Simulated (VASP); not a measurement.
Set up this calculation in VASP 6.6.1, as the native input.

```
Task                   : single point
Functional             : PBE
Dispersion             : D3(BJ)
Potentials or basis    : VASP PAW PBE potentials, release 64 (C)
Cutoff                 : 520 eV
k mesh                 : 1 × 1 × 1
Occupations            : fermi-dirac, width 0.02 eV
Spin                   : no spin polarisation
Dipole correction      : no
Further INCAR settings : LREAL = Auto; ALGO = Normal; EDIFF = 1e-06; NBANDS = 86
```

The structure of C lies in POSCAR:

```
C
1.0
    9.8640000000      0.0000000000      0.0000000000
   -4.9320000000      8.5424750000      0.0000000000
    0.0000000000      0.0000000000     11.0000000000
C
32
Direct
   -0.0343976817      0.0087796569      0.0962000000
    0.1285248466      0.0906060597      0.0883000000
   -0.0328357608      0.2551719496      0.0652545455
    0.1321558328      0.3448063939      0.0659454545
   -0.0275660480      0.5112101586      0.0618636364
    0.1348499766      0.5919830026      0.0502181818
   -0.0243112448      0.7561625875      0.0687272727
    0.1471380184      0.8516969614      0.0763909091
    0.2242006558      0.0189406466      0.0781000000
    0.3923013420      0.1008841115      0.0950363636
    0.2153923913      0.2465795920      0.0891909091
    0.3877249182      0.3465974439      0.0897818182
    0.2090815300      0.5110462717      0.0749545455
    0.3779707647      0.5965133056      0.0981909091
    0.2197314003      0.7662065151      0.0683636364
    0.3830266131      0.8436079708      0.0833545455
    0.4717343675      0.0124671129      0.0936636364
    0.6341490409      0.0895876195      0.1030181818
    0.4708404251      0.2710806880      0.0917909091
    0.6318357960      0.3482011946      0.0952090909
    0.4627561378      0.5068788612      0.0983272727
    0.6296123868      0.5893139869      0.0911636364
    0.4602828989      0.7503914264      0.0896272727
    0.6308193996      0.8365374204      0.1113000000
    0.7085803420      0.0015686320      0.1119000000
    0.8737777314      0.0836057466      0.1010272727
    0.7223710997      0.2538257355      0.0919818182
    0.8861058061      0.3355936072      0.0705454545
    0.7147753463      0.5106131420      0.0830181818
    0.8840855161      0.5903324271      0.0626454545
    0.7270333629      0.7534584532      0.0970909091
    0.8896876474      0.8448254165      0.0834090909
```

The input as run:

INCAR

```
PREC = Accurate
ENCUT = 520
EDIFF = 1E-6
ISMEAR = -1
SIGMA = 0.02
LREAL = Auto
LASPH = T
NELM = 80
ALGO = Normal
ISIF = 2
LWAVE = F
LCHARG = F
GGA = PE
IVDW = 12
NBANDS = 86
```

KPOINTS

```
regular mesh
0
Gamma
  1 1 1
```

Potentials or basis: VASP PAW PBE potentials, release 64 (C).

Command:

```sh
$ cat potpaw_PBE.64/C/POTCAR > POTCAR
$ mpirun -np 1 vasp_gam > vasp.out
```

Results of the run:

| Item | Value |
| --- | --- |
| Largest force | 8.165 eV/Å |
| Band gap on the k mesh | 3.32 eV |
| Dispersion energy per atom | -0.089 eV |

Caveat: the k points lie up to 0.74 Å⁻¹ apart.

Run time: 2.6 min on 1 thread of Intel(R) Xeon(R) Platinum 8488C (Sapphire Rapids), on a shared host, peak memory 0.87 GiB.
